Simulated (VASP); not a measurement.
Input of a VASP 6.6.1 run:

INCAR

```
PREC = Accurate ; ENCUT = 600
EDIFF = 1E-6 ; ISMEAR = 0
SIGMA = 0.1 ; LREAL = False
LASPH = True ; NELM = 100
ALGO = Normal ; ISIF = 3
LWAVE = False ; LCHARG = False
GGA = PE ; IBRION = 2
NSW = 100 ; EDIFFG = -0.01
```

File KPOINTS:

```
Automatic mesh
0
Gamma
  8 8 8
```

Contents of POSCAR:

```
TeAu4
1.0
    5.1030991144      0.0000000000      0.0000000000
    0.0000000000      5.1030991144      0.0000000000
    0.0000000000      0.0000000000      5.1030991144
Te Au
1 4
Direct
    0.0000000000      0.0000000000      0.0000000000
    0.5000000000      0.5000000000      0.5000000000
    0.0000000000      0.5000000000      0.5000000000
    0.5000000000      0.0000000000      0.5000000000
    0.5000000000      0.5000000000      0.0000000000
```

Potentials or basis: VASP PAW PBE potentials, release 64 (Te, Au).

Run with:

```sh
$ cat potpaw_PBE.64/Te/POTCAR potpaw_PBE.64/Au/POTCAR > POTCAR
$ mpirun -np 1 vasp_std > vasp.out
```

Q: Predict the band gap on the k mesh.

A: Zero (band 25 reaches 4.82 eV, above the bottom of band 26 at 3.92 eV).

Q: What does it give for the relaxed cell?

A: a = 5.107 Å, b = 5.107 Å, c = 5.107 Å, α = 90.00°, β = 90.00°, γ = 90.00°.

Final structure:
```
CELL_PARAMETERS angstrom
5.10654 0.00000 0.00000
0.00000 5.10654 0.00000
0.00000 0.00000 5.10654
ATOMIC_POSITIONS crystal
Te 0.00000 0.00000 0.00000
Au 0.50000 0.50000 0.50000
Au 0.00000 0.50000 0.50000
Au 0.50000 0.00000 0.50000
Au 0.50000 0.50000 0.00000
```

Caveat: spin-orbit coupling is left out, which moves the levels of the heavy elements.
